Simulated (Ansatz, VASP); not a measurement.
# B in VASP and in Ansatz

File INCAR:

```
  PREC = Accurate
  ENCUT = 520
  EDIFF = 1E-6
  ISMEAR = -1
  SIGMA = 0.1
  LREAL = False
  LASPH = True
  NELM = 80
  ALGO = Normal
  ISIF = 2
  LWAVE = False
  LCHARG = True
  GGA = RE
  LELF = True
  LVHAR = True
  NBANDS = 10
```

KPOINTS

```
regular mesh
0
Gamma
  15 15 15
```

Contents of POSCAR:

```
B
1.0
    0.0000000000      1.9801560469      1.9801560469
    1.9801560469      0.0000000000      1.9801560469
    1.9801560469      1.9801560469      0.0000000000
B
2
Direct
    0.1250000000      0.1250000000      0.1250000000
    0.8750000000      0.8750000000      0.8750000000
```

Input for Ansatz:

```yaml
crystal:
  lattice:
    - [0.0, 1.9801560469, 1.9801560469]
    - [1.9801560469, 0.0, 1.9801560469]
    - [1.9801560469, 1.9801560469, 0.0]
  atoms:
    - { symbol: B, position: [0.125, 0.125, 0.125] }
    - { symbol: B, position: [0.875, 0.875, 0.875] }
hamiltonian:
  xc: revpbe
  pseudopotentials:
    kind: paw
    azcp:
      B: "pseudopotentials/B.paw.azcp"
basis:
  ecutwfc: 420
  fft_grid_basis: typed
kpoints:
  mp_grid: { grid: [15, 15, 15], shift: [0, 0, 0] }
magnetization:
  spin_polarized: false
scf:
  occupations: { method: fermi_dirac, width: 0.1 }
  lower_state_search: "off"
output:
  stress: true
  write_density: true
  write_potential: true
  elf: true
  volumetric_format: npy
```

Alike in both runs: task single point; functional revPBE; k mesh 15 × 15 × 15; occupations fermi-dirac, width 0.1 eV; no spin polarisation.

|  | VASP | Ansatz |
| --- | --- | --- |
| version | VASP 6.6.1 | Ansatz 0.2.0 |
| potentials or method | VASP PAW PBE potentials, release 64 (B), cutoff 520 eV | plane waves (420 eV) with PAW, scalar-relativistic |
| valence electrons in the cell | 6 | 6 |

Ansatz gave:

| Property | Result |
| --- | --- |
| pressure (GPa) | 16.5 |

Estimate VASP's values.

pressure (GPa): 16.4.

VASP's potentials were made for PBE, not for revPBE. The functional is the same, so the differences come from potentials, cutoffs and numerics.
